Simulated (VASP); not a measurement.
Crystal: SnTe.

```xyz
2
Lattice="3.9047 0.0000 0.0000 0.0000 3.9047 0.0000 0.0000 0.0000 3.9047" Properties=species:S:1:pos:R:3 pbc="T T T"
Te    1.9524    1.9524    1.9524
Sn    0.0000    0.0000    0.0000
```

- Program: VASP 6.6.1
- Task: relaxation of cell and atoms
- Functional: PBEsol
- Potentials or basis: VASP PAW PBE potentials, release 64 (Te, Sn_d)
- Cutoff: 600 eV
- k mesh: 7 × 7 × 7
- Occupations: fermi-dirac, width 0.05 eV
- Spin: no spin polarisation

At the start: pressure -3.8 GPa; volume 29.77 Å³/atom.

Question: Where does the relaxation end?

Answer: Over 3 steps the energy falls by 35.7 meV/atom and the volume is 27.11 Å³/atom (-8.9 %); space group Pm-3m (No. 221, to 0.1 Å) before and after.

Step by step:
```tsv
step	energy change (eV)	largest force (eV/Å)	pressure (GPa)	volume (Å³)
1	0.0000	0.0000	-3.80	59.53
2	-0.0703	0.0000	0.61	53.66
3	-0.0713	0.0000	0.00	54.22
```

Final structure:
```
CELL_PARAMETERS angstrom
3.78489 0.00000 0.00000
0.00000 3.78489 0.00000
0.00000 0.00000 3.78489
ATOMIC_POSITIONS crystal
Te 0.50000 0.50000 0.50000
Sn 0.00000 0.00000 0.00000
```

Caveat: the PAW data sets were made with another functional, which shifts forces and pressure a little.
